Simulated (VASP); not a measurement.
# Co (Fm-3m) in VASP: a series of runs

Co is run at these levels: PBE; tasks: single point.

Everything below comes from runs of VASP 6.6.1. Logs are shortened: lines on timing, memory, paths and dates and some standing lists are left out, and cuts for length are marked.

## 1. The cell of the first run

The structure is cubic, space group Fm-3m (No. 225). The conventional cell has a = 3.615 Å, b = 3.615 Å, c = 3.615 Å, α = 90.00°, β = 90.00°, γ = 90.00°. Within 3.4 Å of Co (site symmetry m-3m) lie 12 Co at 2.56 Å.

## 2. Single point, PBE, collinear spin, ferromagnetic start

Input file INCAR:

```
SYSTEM = Co
PREC = Accurate
ENCUT = 520
EDIFF = 1E-7
ISMEAR = -1
SIGMA = 0.1
LREAL = .FALSE.
LASPH = .TRUE.
NELM = 150
ALGO = Normal
ISIF = 2
LWAVE = .FALSE.
LCHARG = .FALSE.
ISPIN = 2
MAGMOM = 2.55
LORBIT = 11
NUPDOWN = 2.55
LMAXMIX = 4
GGA = PE
NBANDS = 14
```

Input file KPOINTS:

```
Automatic mesh
0
G
  15 15 15
  0 0 0
```

Input file POSCAR:

```
Co
1.0
    0.0000000000      1.8074000000      1.8074000000
    1.8074000000      0.0000000000      1.8074000000
    1.8074000000      1.8074000000      0.0000000000
Co
1
Direct
    0.0000000000      0.0000000000      0.0000000000
```

Potentials or basis: VASP PAW PBE potentials, release 64 (Co).

Started as:

```console
> cat potpaw_PBE.64/Co/POTCAR > POTCAR
> mpirun -np 1 vasp_std > vasp.out
```

OUTCAR:

```text
SYSTEM = Co
   PREC = Accurate
   ENCUT = 520
   EDIFF = 1E-7
   ISMEAR = -1
   LREAL = .FALSE.
   LASPH = .TRUE.
   NELM = 150
   ISIF = 2
   ISPIN = 2
   LORBIT = 11
   NUPDOWN = 2.55
   GGA = PE

 ion  position               nearest neighbor table
   1  0.000  0.000  0.000-

  LATTYP: Found a face centered cubic cell.
 ALAT       =     3.6148000000

  Lattice vectors:

 A1 = (   0.0000000000,   1.8074000000,   1.8074000000)
 A2 = (   1.8074000000,   0.0000000000,   1.8074000000)
 A3 = (   1.8074000000,   1.8074000000,   0.0000000000)

Analysis of symmetry for initial positions (statically):
=====================================================================
 Subroutine PRICEL returns:
 Original cell was already a primitive cell.

 Routine SETGRP: Setting up the symmetry group for a
 face centered cubic supercell.

 Subroutine GETGRP returns: Found 48 space group operations
 (whereof 48 operations were pure point group operations)
 out of a pool of 48 trial point group operations.

The static configuration has the point symmetry O_h .

Analysis of symmetry for dynamics (positions and initial velocities):
=====================================================================
 Subroutine PRICEL returns:
 Original cell was already a primitive cell.

 Routine SETGRP: Setting up the symmetry group for a
 face centered cubic supercell.

 Subroutine GETGRP returns: Found 48 space group operations
 (whereof 48 operations were pure point group operations)
 out of a pool of 48 trial point group operations.

The dynamic configuration has the point symmetry O_h .

Analysis of structural, dynamic, and magnetic symmetry:
=====================================================================
 Subroutine PRICEL returns:
 Original cell was already a primitive cell.

 Routine SETGRP: Setting up the symmetry group for a
 face centered cubic supercell.

 Subroutine GETGRP returns: Found 48 space group operations
 (whereof 48 operations were pure point group operations)
 out of a pool of 48 trial point group operations.

The overall configuration has the point symmetry O_h .

 Subroutine INISYM returns: Found 48 space group operations
 (whereof 48 operations are pure point group operations),
 and found     1 'primitive' translations

----------------------------------------------------------------------------------------

                                     Primitive cell

  volume of cell :      11.8084

  direct lattice vectors                    reciprocal lattice vectors
     0.000000000  1.807400000  1.807400000    -0.276640478  0.276640478  0.276640478
     1.807400000  0.000000000  1.807400000     0.276640478 -0.276640478  0.276640478
[... 116 lines left out ...]
  volume of cell :       11.81
 maximum number of plane-waves:       331
   NGX =  9   NGY =  9   NGZ =  9

 number of electron       9.0000002 magnetization       2.5500001

 Free energy of the ion-electron system (eV)
  ---------------------------------------------------
  ext. energy  EPLUGINS =         0.00000000
  ---------------------------------------------------
  free energy    TOTEN  =        -6.35785599 eV

  energy without entropy =       -6.32320018  energy(sigma->0) =       -6.34052809

 E-fermi :   8.7295     XC(G=0): -12.9594

 val. band max:       11.7935607667   @ k =  -0.2667   0.3333   0.1333
 cond. band min:       8.7627788762   @ k =  -0.1333   0.2000   0.0667
 fundamental gap:     -3.0307818905
 Fermi energy:        11.8948103052

 spin component 1

 k-point     1 :       0.0000    0.0000    0.0000
  band No.  band energies     occupation
      1       0.3856      1.00000
      2       5.9285      1.00000
      3       5.9285      1.00000
      4       5.9285      1.00000
      5       6.6813      1.00000
      6       6.6813      1.00000
      7      31.2518      0.00000
      8      34.9243      0.00000
      9      34.9243      0.00000
     10      34.9243      0.00000
     11      37.7020      0.00000
     12      37.7020      0.00000
     13      37.7020      0.00000
     14      40.6085      0.00000
[... 379 lines left out ...]
      3       6.1883      1.00000
      4       6.2778      1.00000
      5       6.4698      1.00000
      6       6.8609      1.00000
      7      27.5169      0.00000
      8      29.9606      0.00000
      9      30.3323      0.00000
     10      32.4855      0.00000
     11      36.8016      0.00000
     12      40.8332      0.00000
     13      42.4130      0.00000
     14      43.0475      0.00000

 [... further k-points ...]

 spin component 2

 k-point     1 :       0.0000    0.0000    0.0000
  band No.  band energies     occupation
      1       0.9632      1.00000
      2       8.1291      0.99754
      3       8.1291      0.99754
      4       8.1291      0.99754
      5       9.5244      0.00035
      6       9.5244      0.00035
      7      31.4781      0.00000
      8      35.7211      0.00000
      9      35.7211      0.00000
     10      35.7211      0.00000
     11      38.5708      0.00000
     12      38.5708      0.00000
     13      38.5708      0.00000
     14      40.8508      0.00000
[... 379 lines left out ...]
      3       8.5098      0.89991
      4       8.5314      0.87873
      5       9.1099      0.02179
      6       9.7060      0.00006
      7      28.3431      0.00000
      8      30.8777      0.00000
      9      30.9238      0.00000
     10      33.1470      0.00000
     11      38.0080      0.00000
     12      41.4730      0.00000
     13      42.9896      0.00000
     14      43.5849      0.00000

 [... further k-points ...]
[... 5 lines left out ...]
  --------------------------------------------------------------------------------------
  -------------------------------------------------------------------------------------
  Total        0.2826713      0.2826713      0.2826713     -0.0000000     -0.0000000      0.0000000
  in kB       38.3530085     38.3530085     38.3530085     -0.0000000     -0.0000000      0.0000000
  external PRESSURE =      38.3530085 kB  Pullay stress =       0.0000000 kB

 VOLUME and BASIS-vectors are now :
 -----------------------------------------------------------------------------
  energy-cutoff  :      520.00
  volume of cell :       11.81
      direct lattice vectors                 reciprocal lattice vectors
     0.000000000  1.807400000  1.807400000    -0.276640478  0.276640478  0.276640478
     1.807400000  0.000000000  1.807400000     0.276640478 -0.276640478  0.276640478
     1.807400000  1.807400000  0.000000000     0.276640478  0.276640478 -0.276640478

 POSITION                                       TOTAL-FORCE (eV/Angst)
 -----------------------------------------------------------------------------------
      0.00000      0.00000      0.00000         0.000000      0.000000      0.000000
 -----------------------------------------------------------------------------------
    total drift:                               -0.000000     -0.000000     -0.000000

  FREE ENERGIE OF THE ION-ELECTRON SYSTEM (eV)
  ---------------------------------------------------
  free  energy   TOTEN  =        -6.3578559912 eV

  energy  without entropy=       -6.3232001809  energy(sigma->0) =       -6.34052809

 total charge

# of ion       s       p       d       tot
------------------------------------------
    1        0.488   0.544   7.045   8.077

 magnetization (x)

# of ion       s       p       d       tot
------------------------------------------
    1        0.035   0.095   2.344   2.474
```

OSZICAR:

```text
N       E                     dE             d eps       ncg     rms          rms(c)
DAV:   1     0.306124947121E+02    0.30612E+02   -0.37572E+03  6942   0.744E+02
DAV:   2    -0.635739236403E+01   -0.36970E+02   -0.34230E+02  7434   0.151E+02
DAV:   3    -0.761616395056E+01   -0.12588E+01   -0.12520E+01  8346   0.289E+01
DAV:   4    -0.762607964516E+01   -0.99157E-02   -0.99124E-02  8182   0.238E+00
DAV:   5    -0.762626467269E+01   -0.18503E-03   -0.18502E-03  9012   0.294E-01    0.114E+01
DAV:   6    -0.649980514784E+01    0.11265E+01   -0.11945E+01  9332   0.432E+01    0.656E+00
DAV:   7    -0.637748860911E+01    0.12232E+00   -0.80776E-01  7998   0.104E+01    0.372E+00
DAV:   8    -0.636709772422E+01    0.10391E-01   -0.65690E-03  8836   0.615E-01    0.165E+00
DAV:   9    -0.635811885220E+01    0.89789E-02   -0.46429E-03  9996   0.563E-01    0.211E-01
DAV:  10    -0.635785250746E+01    0.26634E-03   -0.16947E-03  9598   0.262E-01    0.801E-02
DAV:  11    -0.635785347371E+01   -0.96625E-06   -0.64195E-05  8274   0.881E-02    0.522E-02
DAV:  12    -0.635785560590E+01   -0.21322E-05   -0.19037E-06  9030   0.110E-02    0.274E-02
DAV:  13    -0.635785592413E+01   -0.31823E-06   -0.40372E-06  8870   0.154E-02    0.177E-03
DAV:  14    -0.635785599117E+01   -0.67043E-07   -0.63591E-08  6582   0.228E-03
   1 F= -.63578560E+01 E0= -.63405281E+01  d E =-.346558E-01  mag=     2.5500
```

Wall time 42 s (1 thread of AMD EPYC 7R43 (Zen 3), shared host); peak memory 0.12 GiB.

What came out:

| Quantity | Value |
| --- | --- |
| Free energy | -6.3579 eV |
| Pressure | 3.8 GPa |
| Net moment | 2.55 μB per cell |
| Site moments | Co +2.47 μB |
| Valence electrons inside the program's atomic spheres | Co 8.08 |

Caveat: the total moment is fixed, so each spin has its own Fermi level.

[end of part 1 of 2]
